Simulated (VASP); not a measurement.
# Cs (Pm-3m) in VASP: notebook, part 3 of 3

VASP 6.6.1.

## 4. Single point, LDA (volume scaled by 0.7)

Input file INCAR:

```
PREC = Accurate
ENCUT = 520
EDIFF = 1E-6
ISMEAR = -1
SIGMA = 0.1
LREAL = F
LASPH = T
NELM = 100
ALGO = Normal
ISIF = 2
LWAVE = F
LCHARG = T
GGA = CA
LELF = T
LVHAR = T
NBANDS = 10
```

Input file KPOINTS:

```
regular mesh
0
Gamma
  8 8 8
```

Input file POSCAR:

```
Cs
1.0
    4.1706235804      0.0000000000      0.0000000000
    0.0000000000      4.1706235804      0.0000000000
    0.0000000000      0.0000000000      4.1706235804
Cs
1
Direct
    0.0000000000      0.0000000000      0.0000000000
```

Potentials or basis: VASP PAW LDA potentials, release 64 (Cs_sv).

Command:

```bash
$ cat potpaw_LDA.64/Cs_sv/POTCAR > POTCAR
$ mpirun -np 1 vasp_std > vasp.out
```

OUTCAR:

```text
PREC = Accurate
   ENCUT = 520
   EDIFF = 1E-6
   ISMEAR = -1
   LREAL = F
   LASPH = T
   NELM = 100
   ISIF = 2
   GGA = CA

 ion  position               nearest neighbor table
   1  0.000  0.000  0.000-

  LATTYP: Found a simple cubic cell.
 ALAT       =     4.1706235804

  Lattice vectors:

 A1 = (   4.1706235804,   0.0000000000,   0.0000000000)
 A2 = (   0.0000000000,   4.1706235804,   0.0000000000)
 A3 = (   0.0000000000,   0.0000000000,   4.1706235804)

Analysis of symmetry for initial positions (statically):
=====================================================================
 Subroutine PRICEL returns:
 Original cell was already a primitive cell.

 Routine SETGRP: Setting up the symmetry group for a
 simple cubic supercell.

 Subroutine GETGRP returns: Found 48 space group operations
 (whereof 48 operations were pure point group operations)
 out of a pool of 48 trial point group operations.

The static configuration has the point symmetry O_h .

Analysis of symmetry for dynamics (positions and initial velocities):
=====================================================================
 Subroutine PRICEL returns:
 Original cell was already a primitive cell.

 Routine SETGRP: Setting up the symmetry group for a
 simple cubic supercell.

 Subroutine GETGRP returns: Found 48 space group operations
 (whereof 48 operations were pure point group operations)
 out of a pool of 48 trial point group operations.

The dynamic configuration has the point symmetry O_h .

 Subroutine INISYM returns: Found 48 space group operations
 (whereof 48 operations are pure point group operations),
 and found     1 'primitive' translations

----------------------------------------------------------------------------------------

                                     Primitive cell

  volume of cell :      72.5442

  direct lattice vectors                    reciprocal lattice vectors
     4.170623580  0.000000000  0.000000000     0.239772298  0.000000000  0.000000000
     0.000000000  4.170623580  0.000000000     0.000000000  0.239772298  0.000000000
     0.000000000  0.000000000  4.170623580     0.000000000  0.000000000  0.239772298

  length of vectors
     4.170623580  4.170623580  4.170623580     0.239772298  0.239772298  0.239772298

  position of ions in fractional coordinates (direct lattice)
     0.000000000  0.000000000  0.000000000

  ion indices of the primitive-cell ions
   primitive index   ion index
                 1           1

----------------------------------------------------------------------------------------

 KPOINTS: regular mesh

Automatic generation of k-mesh.
 Grid dimensions read from file:
 generate k-points for:    8    8    8

 Generating k-lattice:

  Cartesian coordinates                     Fractional coordinates (reciprocal lattice)
     0.029971537  0.000000000  0.000000000     0.125000000  0.000000000  0.000000000
     0.000000000  0.029971537  0.000000000     0.000000000  0.125000000  0.000000000
     0.000000000  0.000000000  0.029971537     0.000000000  0.000000000  0.125000000

  Length of vectors
     0.029971537  0.029971537  0.029971537

  Shift w.r.t. Gamma in fractional coordinates (k-lattice)
     0.000000000  0.000000000  0.000000000

 Subroutine IBZKPT returns following result:
 ===========================================

 Found     35 irreducible k-points:

 Following reciprocal coordinates:
            Coordinates               Weight
  0.000000  0.000000  0.000000      1.000000
  0.125000  0.000000  0.000000      6.000000
  0.250000  0.000000  0.000000      6.000000
  0.375000  0.000000  0.000000      6.000000
  0.500000  0.000000  0.000000      3.000000
  0.125000  0.125000  0.000000     12.000000
[... 16 lines left out ...]
  0.375000  0.375000  0.125000     24.000000
  0.500000  0.375000  0.125000     24.000000
 [... further k-points ...]
   k-points           NKPTS =     35   k-points in BZ     NKDIM =     35   number of bands    NBANDS=     10
   number of dos      NEDOS =    301   number of ions     NIONS =      1
   total plane-waves  NPLWV =  32768
   dimension x,y,z NGX =    32 NGY =   32 NGZ =   32
   dimension x,y,z NGXF=    64 NGYF=   64 NGZF=   64
   ions per type =               1
   NGX,Y,Z   is equivalent  to a cutoff of  12.76, 12.76, 12.76 a.u.
   NGXF,Y,Z  is equivalent  to a cutoff of  25.51, 25.51, 25.51 a.u.
 SYSTEM =  unknown system
   PREC   = accura    normal or accurate (medium, high low for compatibility)
   ISTART =      0    job   : 0-new  1-cont  2-samecut
   ICHARG =      2    charge: 1-file 2-atom 10-const
   ISPIN  =      1    spin polarized calculation?
   LNONCOLLINEAR =      F non collinear calculations
   LSORBIT =      F    spin-orbit coupling
   LASPH  =      T    aspherical Exc in radial PAW
   ENCUT  =  520.0 eV  38.22 Ry    6.18 a.u.   7.75  7.75  7.75*2*pi/ulx,y,z
   NELM   =    100;   NELMIN=  2; NELMDL= -5     # of ELM steps
   EDIFF  = 0.1E-05   stopping-criterion for ELM
   LREAL  =      F    real-space projection
   EDIFFG = 0.1E-04   stopping-criterion for IOM
   NSW    =      0    number of steps for IOM
   IBRION =     -1    ionic relax: 0-MD 1-quasi-New 2-CG
   NFREE  =      0    steps in history (QN), initial steepest desc. (CG)
   ISIF   =      2    stress and relaxation
   ISYM   =      2    0-nonsym 1-usesym 2-fastsym
   POTIM  = 0.5000    time-step for ionic-motion
   TEBEG  =    0.0;   TEEND  =   0.0 temperature during run
   PSTRESS=    0.0 pullay stress
   NELECT =       9.0000    total number of electrons
   NUPDOWN=      -1.0000    fix difference up-down
   EMIN   =  10.00;   EMAX   =-10.00  energy-range for DOS
   EFERMI =   0.00;   METHOD = LEGACY
   ISMEAR =    -1;   SIGMA  =   0.10  broadening in eV -4-tet -1-fermi 0-gaus
   EFERMI_NEDOS =   21; number of points for ismear=-14 and -15
   IALGO  =     38    algorithm
   IMIX   =      4    mixing-type and parameters
     AMIX     =   0.40;   BMIX     =  1.00
     AMIX_MAG =   1.60;   BMIX_MAG =  1.00
  volume/ion in A,a.u.               =      72.54       489.55
  Fermi-wavevector in a.u.,A,eV,Ry     =   0.816497  1.542956  9.070563  0.666668
  Thomas-Fermi vector in A             =   1.926776
   LORBIT       =      0    0 simple, 1 ext, 2 COOP (PROOUT), +10 PAW based schemes
   GGA     = CA    functional components
   LHFCALC =     F    Hartree Fock is set to
   AEXX    =    0.0000 exact exchange contribution
   IVDW    =     0    specifies the selected vdW correction
   LEPSILON=     F    determine dielectric tensor
   LRPA    =     F    only Hartree local field effects (RPA)
 non-spin polarized calculation
  energy-cutoff  :      520.00
  volume of cell :       72.54
 maximum number of plane-waves:      1980
 NGX is ok and might be reduce to    32
   NGX = 15   NGY = 15   NGZ = 15

 number of electron       8.9999998 magnetization

 Free energy of the ion-electron system (eV)
  ---------------------------------------------------
  ext. energy  EPLUGINS =         0.00000000
  ---------------------------------------------------
  free energy    TOTEN  =        -0.83487847 eV

  energy without entropy =       -0.77512404  energy(sigma->0) =       -0.80500125

 E-fermi :   1.6642     XC(G=0):  -6.8578

 val. band max:        1.6595861566   @ k =   0.3750   0.2500   0.0000
 cond. band min:       1.7061078173   @ k =   0.3750   0.3750   0.1250
 fundamental gap:      0.0465216607
 Fermi energy:         1.6641854109

 k-point     1 :       0.0000    0.0000    0.0000
  band No.  band energies     occupation
      1     -22.2031      2.00000
      2      -8.6520      2.00000
      3      -8.6520      2.00000
      4      -8.6520      2.00000
      5      -0.3309      2.00000
      6       2.7126      0.00006
      7       2.7126      0.00006
      8       7.5892      0.00000
      9       7.5892      0.00000
     10       7.5892      0.00000
[... 287 lines left out ...]
 k-point    24 :       0.5000    0.3750    0.1250
  band No.  band energies     occupation
      1     -22.0790      2.00000
      2      -9.3333      2.00000
      3      -9.2138      2.00000
      4      -8.6263      2.00000
      5       1.6071      1.27796
      6       3.3165      0.00000
      7       4.1366      0.00000
      8       4.5174      0.00000
      9       6.1963      0.00000
     10       6.5833      0.00000

 [... further k-points ...]

------------------------ aborting loop because EDIFF is reached ----------------------------------------

  FORCE on cell =-STRESS in cart. coord.  units (eV):
  Direction    XX          YY          ZZ          XY          YZ          ZX
  --------------------------------------------------------------------------------------
  -------------------------------------------------------------------------------------
  Total        0.3676653      0.3676653      0.3676653     -0.0000000     -0.0000000     -0.0000000
  in kB        8.1200791      8.1200791      8.1200791     -0.0000000     -0.0000000     -0.0000000
  external PRESSURE =       8.1200791 kB  Pullay stress =       0.0000000 kB

 VOLUME and BASIS-vectors are now :
 -----------------------------------------------------------------------------
  energy-cutoff  :      520.00
  volume of cell :       72.54
      direct lattice vectors                 reciprocal lattice vectors
     4.170623580  0.000000000  0.000000000     0.239772298  0.000000000  0.000000000
     0.000000000  4.170623580  0.000000000     0.000000000  0.239772298  0.000000000
     0.000000000  0.000000000  4.170623580     0.000000000  0.000000000  0.239772298

 POSITION                                       TOTAL-FORCE (eV/Angst)
 -----------------------------------------------------------------------------------
      0.00000      0.00000      0.00000         0.000000      0.000000      0.000000
 -----------------------------------------------------------------------------------
    total drift:                                0.000000      0.000000      0.000000

  FREE ENERGIE OF THE ION-ELECTRON SYSTEM (eV)
  ---------------------------------------------------
  free  energy   TOTEN  =        -0.8348784651 eV

  energy  without entropy=       -0.7751240390  energy(sigma->0) =       -0.80500125
```

OSZICAR:

```text
N       E                     dE             d eps       ncg     rms          rms(c)
DAV:   1     0.456166073948E+02    0.45617E+02   -0.33185E+03   700   0.681E+02
DAV:   2     0.289372960983E+01   -0.42723E+02   -0.41694E+02   838   0.114E+02
DAV:   3    -0.809738756689E+00   -0.37035E+01   -0.36941E+01   820   0.369E+01
DAV:   4    -0.847409818789E+00   -0.37671E-01   -0.37652E-01   882   0.445E+00
DAV:   5    -0.847565468078E+00   -0.15565E-03   -0.15565E-03   866   0.263E-01    0.335E-01
DAV:   6    -0.838638284602E+00    0.89272E-02   -0.10451E-02   786   0.474E-01    0.181E-01
DAV:   7    -0.835002628875E+00    0.36357E-02   -0.12002E-02   768   0.501E-01    0.774E-02
DAV:   8    -0.834877773950E+00    0.12485E-03   -0.18515E-04  1024   0.971E-02    0.706E-03
DAV:   9    -0.834878465065E+00   -0.69112E-06   -0.85851E-07   806   0.463E-03
   1 F= -.83487847E+00 E0= -.80500125E+00  d E =-.597544E-01
```

stdout:

```text
POSCAR found type information on POSCAR Cs
 POSCAR found :  1 types and       1 ions
 scaLAPACK will be used
 LDA part: xc-table for (Slater(with rela. corr.)+CA(PZ))
 , standard interpolation
 POSCAR, INCAR and KPOINTS ok, starting setup
 FFT: planning ... GRIDC
 FFT: planning ... GRID_SOFT
 FFT: planning ... GRID
 WAVECAR not read
 entering main loop
```

Wall time 8.9 s (1 thread of Intel Xeon 6975P-C, shared host); peak memory 0.16 GiB.

Results:

- Free energy: -0.8349 eV
- Pressure: 0.8 GPa

Caveat: spin-orbit coupling is left out, which moves the levels of the heavy elements.
